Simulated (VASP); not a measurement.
# TlBr (Pm-3m) in VASP: further runs

Aim: see how the results for TlBr move with the level of theory and the settings. Levels: PBE, LDA, PBE+D3(BJ). Tasks: single point.

Program: VASP 6.6.1. These are calculated values, not measurements. Logs are shortened: lines on timing, memory, paths and dates and some standing lists are left out, and cuts for length are marked.

## 1. The cell of the first run

It takes space group Pm-3m (No. 221, cubic). Conventional cell: a = 3.946 Å, b = 3.946 Å, c = 3.946 Å, α = 90.00°, β = 90.00°, γ = 90.00°. Within 4.5 Å of Tl (site symmetry m-3m) lie 8 Br at 3.42 Å and 6 Tl at 3.95 Å. Within 4.5 Å of Br (site symmetry m-3m) lie 8 Tl at 3.42 Å and 6 Br at 3.95 Å.

## 2. Single point, PBE

The input, INCAR:

```
SYSTEM = TlBr
PREC = Accurate
ENCUT = 500
EDIFF = 1E-6
ISMEAR = -1
SIGMA = 0.02
LREAL = .FALSE.
LASPH = .TRUE.
NELM = 120
ALGO = Normal
ISIF = 2
LWAVE = .FALSE.
LCHARG = .TRUE.
GGA = PE
LELF = .TRUE.
LVHAR = .TRUE.
NBANDS = 17
GGA_COMPAT = .FALSE.
```

The input, KPOINTS:

```
Automatic mesh
0
G
  6 6 6
  0 0 0
```

The input, POSCAR:

```
TlBr
1.0
    3.9461936984      0.0000000000      0.0000000000
    0.0000000000      3.9461936984      0.0000000000
    0.0000000000      0.0000000000      3.9461936984
Tl Br
1 1
Direct
    0.0000000000      0.0000000000      0.0000000000
    0.5000000000      0.5000000000      0.5000000000
```

Potentials or basis: VASP PAW PBE potentials, release 64 (Tl_d, Br).

On the command line:

```console
cat potpaw_PBE.64/Tl_d/POTCAR potpaw_PBE.64/Br/POTCAR > POTCAR
mpirun -np 1 vasp_std > vasp.out
```

OUTCAR:

```text
SYSTEM = TlBr
   PREC = Accurate
   ENCUT = 500
   EDIFF = 1E-6
   ISMEAR = -1
   LREAL = .FALSE.
   LASPH = .TRUE.
   NELM = 120
   ISIF = 2
   GGA = PE

 ion  position               nearest neighbor table
   1  0.000  0.000  0.000-   2 3.42   2 3.42   2 3.42   2 3.42   2 3.42   2 3.42   2 3.42   2 3.42

   2  0.500  0.500  0.500-   1 3.42   1 3.42   1 3.42   1 3.42   1 3.42   1 3.42   1 3.42   1 3.42

  LATTYP: Found a simple cubic cell.
 ALAT       =     3.9461936984

  Lattice vectors:

 A1 = (   3.9461936984,   0.0000000000,   0.0000000000)
 A2 = (   0.0000000000,   3.9461936984,   0.0000000000)
 A3 = (   0.0000000000,   0.0000000000,   3.9461936984)

Analysis of symmetry for initial positions (statically):
=====================================================================
 Subroutine PRICEL returns:
 Original cell was already a primitive cell.

 Routine SETGRP: Setting up the symmetry group for a
 simple cubic supercell.

 Subroutine GETGRP returns: Found 48 space group operations
 (whereof 48 operations were pure point group operations)
 out of a pool of 48 trial point group operations.

The static configuration has the point symmetry O_h .

Analysis of symmetry for dynamics (positions and initial velocities):
=====================================================================
 Subroutine PRICEL returns:
 Original cell was already a primitive cell.

 Routine SETGRP: Setting up the symmetry group for a
 simple cubic supercell.

 Subroutine GETGRP returns: Found 48 space group operations
 (whereof 48 operations were pure point group operations)
 out of a pool of 48 trial point group operations.

The dynamic configuration has the point symmetry O_h .

 Subroutine INISYM returns: Found 48 space group operations
 (whereof 48 operations are pure point group operations),
 and found     1 'primitive' translations

----------------------------------------------------------------------------------------

                                     Primitive cell

  volume of cell :      61.4519

  direct lattice vectors                    reciprocal lattice vectors
     3.946193698  0.000000000  0.000000000     0.253408747  0.000000000  0.000000000
     0.000000000  3.946193698  0.000000000     0.000000000  0.253408747  0.000000000
     0.000000000  0.000000000  3.946193698     0.000000000  0.000000000  0.253408747

  length of vectors
     3.946193698  3.946193698  3.946193698     0.253408747  0.253408747  0.253408747

  position of ions in fractional coordinates (direct lattice)
     0.000000000  0.000000000  0.000000000
     0.500000000  0.500000000  0.500000000

  ion indices of the primitive-cell ions
   primitive index   ion index
                 1           1
                 2           2

----------------------------------------------------------------------------------------

 KPOINTS: Automatic mesh

Automatic generation of k-mesh.
 Grid dimensions read from file:
 generate k-points for:    6    6    6

 Generating k-lattice:

  Cartesian coordinates                     Fractional coordinates (reciprocal lattice)
     0.042234791  0.000000000  0.000000000     0.166666667  0.000000000  0.000000000
     0.000000000  0.042234791  0.000000000     0.000000000  0.166666667  0.000000000
     0.000000000  0.000000000  0.042234791     0.000000000  0.000000000  0.166666667

  Length of vectors
     0.042234791  0.042234791  0.042234791

  Shift w.r.t. Gamma in fractional coordinates (k-lattice)
     0.000000000  0.000000000  0.000000000

 Subroutine IBZKPT returns following result:
 ===========================================

 Found     20 irreducible k-points:

 Following reciprocal coordinates:
            Coordinates               Weight
  0.000000  0.000000  0.000000      1.000000
  0.166667  0.000000  0.000000      6.000000
  0.333333  0.000000  0.000000      6.000000
  0.500000  0.000000  0.000000      3.000000
  0.166667  0.166667  0.000000     12.000000
  0.333333  0.166667  0.000000     24.000000
[... 12 lines left out ...]
  0.500000  0.500000  0.333333      6.000000
  0.500000  0.500000  0.500000      1.000000
   k-points           NKPTS =     20   k-points in BZ     NKDIM =     20   number of bands    NBANDS=     17
   number of dos      NEDOS =    301   number of ions     NIONS =      2
   total plane-waves  NPLWV =  27000
   dimension x,y,z NGX =    30 NGY =   30 NGZ =   30
   dimension x,y,z NGXF=    60 NGYF=   60 NGZF=   60
   ions per type =               1   1
   NGX,Y,Z   is equivalent  to a cutoff of  12.64, 12.64, 12.64 a.u.
   NGXF,Y,Z  is equivalent  to a cutoff of  25.28, 25.28, 25.28 a.u.
 SYSTEM =  TlBr
   PREC   = accura    normal or accurate (medium, high low for compatibility)
   ISTART =      0    job   : 0-new  1-cont  2-samecut
   ICHARG =      2    charge: 1-file 2-atom 10-const
   ISPIN  =      1    spin polarized calculation?
   LNONCOLLINEAR =      F non collinear calculations
   LSORBIT =      F    spin-orbit coupling
   LASPH  =      T    aspherical Exc in radial PAW
   ENCUT  =  500.0 eV  36.75 Ry    6.06 a.u.   7.19  7.19  7.19*2*pi/ulx,y,z
   NELM   =    120;   NELMIN=  2; NELMDL= -5     # of ELM steps
   EDIFF  = 0.1E-05   stopping-criterion for ELM
   LREAL  =      F    real-space projection
   EDIFFG = 0.1E-04   stopping-criterion for IOM
   NSW    =      0    number of steps for IOM
   IBRION =     -1    ionic relax: 0-MD 1-quasi-New 2-CG
   NFREE  =      0    steps in history (QN), initial steepest desc. (CG)
   ISIF   =      2    stress and relaxation
   ISYM   =      2    0-nonsym 1-usesym 2-fastsym
   POTIM  = 0.5000    time-step for ionic-motion
   TEBEG  =    0.0;   TEEND  =   0.0 temperature during run
   PSTRESS=    0.0 pullay stress
   NELECT =      20.0000    total number of electrons
   NUPDOWN=      -1.0000    fix difference up-down
   EMIN   =  10.00;   EMAX   =-10.00  energy-range for DOS
   EFERMI =   0.00;   METHOD = LEGACY
   ISMEAR =    -1;   SIGMA  =   0.02  broadening in eV -4-tet -1-fermi 0-gaus
   EFERMI_NEDOS =   21; number of points for ismear=-14 and -15
   IALGO  =     38    algorithm
   IMIX   =      4    mixing-type and parameters
     AMIX     =   0.40;   BMIX     =  1.00
     AMIX_MAG =   1.60;   BMIX_MAG =  1.00
  volume/ion in A,a.u.               =      30.73       207.35
  Fermi-wavevector in a.u.,A,eV,Ry     =   1.126090  2.128002 17.253258  1.268079
  Thomas-Fermi vector in A             =   2.262770
   LORBIT       =      0    0 simple, 1 ext, 2 COOP (PROOUT), +10 PAW based schemes
   GGA     = PE    functional components
   LHFCALC =     F    Hartree Fock is set to
   AEXX    =    0.0000 exact exchange contribution
   IVDW    =     0    specifies the selected vdW correction
   LEPSILON=     F    determine dielectric tensor
   LRPA    =     F    only Hartree local field effects (RPA)
 non-spin polarized calculation
  energy-cutoff  :      500.00
  volume of cell :       61.45
 maximum number of plane-waves:      1596
 NGX is ok and might be reduce to    30
   NGX = 15   NGY = 15   NGZ = 15

 number of electron      20.0000001 magnetization

 Free energy of the ion-electron system (eV)
  ---------------------------------------------------
  ext. energy  EPLUGINS =         0.00000000
  ---------------------------------------------------
  free energy    TOTEN  =        -5.51636247 eV

  energy without entropy =       -5.51636247  energy(sigma->0) =       -5.51636247

 E-fermi :   3.0582     XC(G=0):  -9.0915

 val. band max:        2.6660197058   @ k =   0.5000   0.0000   0.0000
 cond. band min:       4.4568587302   @ k =   0.5000   0.0000   0.0000
 fundamental gap:      1.7908390243
 Fermi energy:         3.0581621683

 k-point     1 :       0.0000    0.0000    0.0000
  band No.  band energies     occupation
      1     -11.2274      2.00000
      2      -7.4971      2.00000
      3      -7.4971      2.00000
      4      -7.3067      2.00000
      5      -7.3067      2.00000
      6      -7.3067      2.00000
[... 9 lines left out ...]
     16      14.0594      0.00000
     17      16.1398      0.00000

 k-point     2 :       0.1667    0.0000    0.0000
  band No.  band energies     occupation
      1     -11.1662      2.00000
      2      -7.4942      2.00000
      3      -7.4617      2.00000
      4      -7.3236      2.00000
      5      -7.3236      2.00000
      6      -7.3053      2.00000
[... 9 lines left out ...]
     16      15.4327      0.00000
     17      15.7860      0.00000

 k-point     3 :       0.3333    0.0000    0.0000
  band No.  band energies     occupation
      1     -11.0376      2.00000
      2      -7.4884      2.00000
      3      -7.3937      2.00000
      4      -7.3568      2.00000
      5      -7.3568      2.00000
      6      -7.3022      2.00000
[... 9 lines left out ...]
     16      13.9284      0.00000
     17      16.2051      0.00000

 k-point     4 :       0.5000    0.0000    0.0000
  band No.  band energies     occupation
      1     -10.9696      2.00000
      2      -7.4855      2.00000
      3      -7.3732      2.00000
      4      -7.3732      2.00000
      5      -7.3616      2.00000
      6      -7.3008      2.00000
[... 9 lines left out ...]
     16      16.0474      0.00000
     17      16.1975      0.00000

 k-point     5 :       0.1667    0.1667    0.0000
  band No.  band energies     occupation
      1     -11.1120      2.00000
      2      -7.4758      2.00000
      3      -7.4405      2.00000
      4      -7.3338      2.00000
      5      -7.3239      2.00000
      6      -7.3186      2.00000
[... 9 lines left out ...]
     16      14.0571      0.00000
     17      14.7214      0.00000

 k-point     6 :       0.3333    0.1667    0.0000
  band No.  band energies     occupation
      1     -10.9989      2.00000
      2      -7.4647      2.00000
      3      -7.3749      2.00000
      4      -7.3530      2.00000
      5      -7.3514      2.00000
      6      -7.3163      2.00000
[... 9 lines left out ...]
     16      14.3165      0.00000
     17      14.5009      0.00000

 k-point     7 :       0.5000    0.1667    0.0000
  band No.  band energies     occupation
      1     -10.9397      2.00000
      2      -7.4610      2.00000
      3      -7.3684      2.00000
      4      -7.3595      2.00000
      5      -7.3409      2.00000
      6      -7.3142      2.00000
[... 9 lines left out ...]
     16      14.8255      0.00000
     17      15.2801      0.00000

 k-point     8 :       0.3333    0.3333    0.0000
  band No.  band energies     occupation
      1     -10.9197      2.00000
      2      -7.4372      2.00000
      3      -7.3475      2.00000
      4      -7.3422      2.00000
      5      -7.3371      2.00000
      6      -7.3173      2.00000
[... 9 lines left out ...]
     16      13.5538      0.00000
     17      15.0648      0.00000
[... 123 lines left out ...]
      1     -10.8356      2.00000
      2      -7.3955      2.00000
      3      -7.3873      2.00000
      4      -7.3641      2.00000
      5      -7.3293      2.00000
      6      -7.2809      2.00000
[... 9 lines left out ...]
     16      13.5532      0.00000
     17      16.4358      0.00000

 k-point    16 :       0.5000    0.5000    0.1667
  band No.  band energies     occupation
      1     -10.7999      2.00000
      2      -7.3803      2.00000
      3      -7.3803      2.00000
      4      -7.3756      2.00000
      5      -7.3423      2.00000
      6      -7.2488      2.00000
[... 9 lines left out ...]
     16      13.9452      0.00000
     17      15.6611      0.00000

 k-point    17 :       0.3333    0.3333    0.3333
  band No.  band energies     occupation
      1     -10.7904      2.00000
      2      -7.4125      2.00000
      3      -7.4125      2.00000
      4      -7.3427      2.00000
      5      -7.3114      2.00000
      6      -7.3114      2.00000
[... 9 lines left out ...]
     16      13.7709      0.00000
     17      17.8093      0.00000

 k-point    18 :       0.5000    0.3333    0.3333
  band No.  band energies     occupation
      1     -10.7451      2.00000
      2      -7.4347      2.00000
      3      -7.4094      2.00000
      4      -7.3706      2.00000
      5      -7.3099      2.00000
      6      -7.2703      2.00000
[... 9 lines left out ...]
     16      14.5847      0.00000
     17      18.8549      0.00000

 k-point    19 :       0.5000    0.5000    0.3333
  band No.  band energies     occupation
      1     -10.6979      2.00000
      2      -7.4313      2.00000
      3      -7.4313      2.00000
      4      -7.4160      2.00000
      5      -7.2894      2.00000
      6      -7.2472      2.00000
[... 9 lines left out ...]
     16      15.1103      0.00000
     17      19.1169      0.00000

 k-point    20 :       0.5000    0.5000    0.5000
  band No.  band energies     occupation
      1     -10.6441      2.00000
      2      -7.4561      2.00000
      3      -7.4561      2.00000
      4      -7.4561      2.00000
      5      -7.2464      2.00000
      6      -7.2464      2.00000
[... 9 lines left out ...]
     16      15.6375      0.00000
     17      19.0989      0.00000

------------------------ aborting loop because EDIFF is reached ----------------------------------------

  FORCE on cell =-STRESS in cart. coord.  units (eV):
  Direction    XX          YY          ZZ          XY          YZ          ZX
  --------------------------------------------------------------------------------------
  -------------------------------------------------------------------------------------
  Total        0.7318783      0.7318783      0.7318783      0.0000000      0.0000000      0.0000000
  in kB       19.0815767     19.0815767     19.0815767      0.0000000      0.0000000      0.0000000
  external PRESSURE =      19.0815767 kB  Pullay stress =       0.0000000 kB

 VOLUME and BASIS-vectors are now :
 -----------------------------------------------------------------------------
  energy-cutoff  :      500.00
  volume of cell :       61.45
      direct lattice vectors                 reciprocal lattice vectors
     3.946193698  0.000000000  0.000000000     0.253408747  0.000000000  0.000000000
     0.000000000  3.946193698  0.000000000     0.000000000  0.253408747  0.000000000
     0.000000000  0.000000000  3.946193698     0.000000000  0.000000000  0.253408747

 POSITION                                       TOTAL-FORCE (eV/Angst)
 -----------------------------------------------------------------------------------
      0.00000      0.00000      0.00000         0.000000      0.000000      0.000000
      1.97310      1.97310      1.97310         0.000000      0.000000      0.000000
 -----------------------------------------------------------------------------------
    total drift:                                0.000000     -0.000000     -0.000000

  FREE ENERGIE OF THE ION-ELECTRON SYSTEM (eV)
  ---------------------------------------------------
  free  energy   TOTEN  =        -5.5163624672 eV

  energy  without entropy=       -5.5163624672  energy(sigma->0) =       -5.51636247
```

Wall time 7.6 s (1 thread of Intel Xeon 6975P-C (Granite Rapids), shared host); peak memory 0.17 GiB.

Results:

```yaml
Free_energy: -5.5164 eV
Pressure: 1.9 GPa
Band_gap_on_the_k_mesh: 1.79 eV, direct
```

Caveat: spin-orbit coupling is left out, which moves the levels of the heavy elements. A k mesh can miss the band edges.

## 3. Single point, LDA

The input, INCAR:

```
SYSTEM = TlBr
PREC = Accurate ; ENCUT = 500
EDIFF = 1E-6 ; ISMEAR = 0
SIGMA = 0.01 ; LREAL = .FALSE.
LASPH = .TRUE. ; NELM = 120
ALGO = Normal ; ISIF = 2
LWAVE = .FALSE. ; LCHARG = .FALSE.
NBANDS = 17 ; GGA_COMPAT = .FALSE.
```

KPOINTS is that of step 2.

POSCAR is that of step 2.

Potentials or basis: VASP PAW LDA potentials, release 64 (Tl_d, Br).

On the command line:

```console
cat potpaw_LDA.64/Tl_d/POTCAR potpaw_LDA.64/Br/POTCAR > POTCAR
mpirun -np 1 vasp_std > vasp.out
```

It took 6 s on 1 thread of Intel Xeon 6975P-C (Granite Rapids), shared host; peak memory 0.15 GiB.

Results (log left out):

- Free energy: -6.5216 eV
- Pressure: -2.2 GPa
- Band gap on the k mesh: 1.58 eV, direct

Levels at points of the mesh, in eV from the valence-band top:
```csv
k point,band 6,band 7,band 8,band 9,band 10,band 11,band 12,band 13,band 14,band 15
"(0.00, 0.00, 0.00)",-9.95,-4.84,-1.42,-1.42,-1.42,6.77,6.77,7.16,7.16,7.16
"(0.50, 0.00, 0.00)",-9.95,-5.80,-0.87,-0.87,0.00,1.58,5.60,5.60,7.76,10.22
"(0.50, 0.50, 0.00)",-9.89,-3.90,-3.17,-3.17,-0.79,4.75,4.75,7.30,7.49,10.31
"(0.50, 0.50, 0.50)",-9.88,-2.83,-2.06,-2.06,-2.06,1.85,1.85,1.85,12.75,12.75
```

Caveat: spin-orbit coupling is left out, which moves the levels of the heavy elements. A k mesh can miss the band edges.

## 4. Single point, PBE+D3(BJ)

This run uses another cell than the first one, of 31.52 Å³/atom, 1.026 times its volume.

The input, INCAR:

```
ALGO = Normal
EDIFF = 1E-6
ENCUT = 500
GGA = PE
GGA_COMPAT = False
ISIF = 2
ISMEAR = -1
IVDW = 12
LASPH = True
LCHARG = False
LREAL = False
LWAVE = False
NBANDS = 17
NELM = 120
PREC = Accurate
SIGMA = 0.02
```

The input, KPOINTS:

```
k-points
0
Gamma
  6 6 6
```

The input, POSCAR:

```
TlBr
1.0
    3.9800000000      0.0000000000      0.0000000000
    0.0000000000      3.9800000000      0.0000000000
    0.0000000000      0.0000000000      3.9800000000
Tl Br
1 1
Direct
    0.0000000000      0.0000000000      0.0000000000
    0.5000000000      0.5000000000      0.5000000000
```

Potentials or basis: VASP PAW PBE potentials, release 64 (Tl_d, Br).

On the command line:

```console
cat potpaw_PBE.64/Tl_d/POTCAR potpaw_PBE.64/Br/POTCAR > POTCAR
mpirun -np 1 vasp_std > vasp.out
```

Run time: 7.1 s. Hardware: 1 thread of Intel Xeon 6975P-C (Granite Rapids), shared host; peak memory 0.18 GiB.

Results (log left out):

* Free energy: -6.0801 eV
* Pressure: 0.0 GPa
* Band gap on the k mesh: 1.86 eV, direct
* Dispersion energy per atom: -0.274 eV

Levels at points of the mesh, in eV from the valence-band top:
```tsv
k point	band 8	band 9	band 10	band 11	band 12	band 13
(0.00, 0.00, 0.00)	-1.30	-1.30	-1.30	7.02	7.02	7.23
(0.50, 0.00, 0.00)	-0.80	-0.80	0.00	1.86	5.77	5.77
(0.50, 0.50, 0.00)	-2.93	-2.93	-0.72	4.87	4.87	7.39
(0.50, 0.50, 0.50)	-1.92	-1.92	-1.92	2.15	2.15	2.15
```

Caveat: spin-orbit coupling is left out, which moves the levels of the heavy elements. A k mesh can miss the band edges.

## 5. The runs side by side

```csv
level,potentials or basis,cell,smearing,gap on the mesh (eV),pressure (GPa)
PBE,"VASP PAW PBE potentials, release 64 (Tl_d, Br)","a = 3.946 Å, 2 atoms",fermi-dirac 0.02 eV,1.79,1.9
LDA,"VASP PAW LDA potentials, release 64 (Tl_d, Br)","a = 3.946 Å, 2 atoms",gaussian 0.01 eV,1.58,-2.2
PBE+D3(BJ),"VASP PAW PBE potentials, release 64 (Tl_d, Br)","a = 3.980 Å, 2 atoms",fermi-dirac 0.02 eV,1.86,0.0
```

Alike in all rows: task single point; no spin polarisation; k mesh 6 × 6 × 6; cutoff (eV) 500.

Caveats: spin-orbit coupling is left out, which moves the levels of the heavy elements.

Absolute energies hang on the potentials; compare differences alone.
